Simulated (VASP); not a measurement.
Input of a VASP 6.6.1 run:

The input INCAR:

```
PREC = Accurate
ENCUT = 600
EDIFF = 1E-6
ISMEAR = 0
SIGMA = 0.01
LREAL = False
LASPH = True
NELM = 120
ALGO = Normal
ISIF = 2
LWAVE = False
LCHARG = True
GGA = PS
LELF = True
LVHAR = True
NBANDS = 11
GGA_COMPAT = False
```

KPOINTS

```
Automatic mesh
0
Gamma
  4 4 4
```

File POSCAR:

```
BeTe
1.0
    0.0000000000      2.8025474673      2.8025474673
    2.8025474673      0.0000000000      2.8025474673
    2.8025474673      2.8025474673      0.0000000000
Be Te
1 1
Direct
    0.0000000000      0.0000000000      0.0000000000
    0.2500000000      0.2500000000      0.2500000000
```

Potentials or basis: VASP PAW PBE potentials, release 64 (Be, Te).

Run with:

```bash
$ cat potpaw_PBE.64/Be/POTCAR potpaw_PBE.64/Te/POTCAR > POTCAR
$ mpirun -np 1 vasp_std > vasp.out
```

Problem. What does it give for the pressure?

Solution. 0.7 GPa.

Problem. What does it give for the band gap on the k mesh?

Solution. 1.80 eV, indirect (least direct gap 3.57 eV).

Caveat: the k points lie up to 0.49 Å⁻¹ apart; the PAW data sets were made with another functional, which shifts forces and pressure a little; spin-orbit coupling is left out, which moves the levels of the heavy elements. A k mesh can miss the band edges.
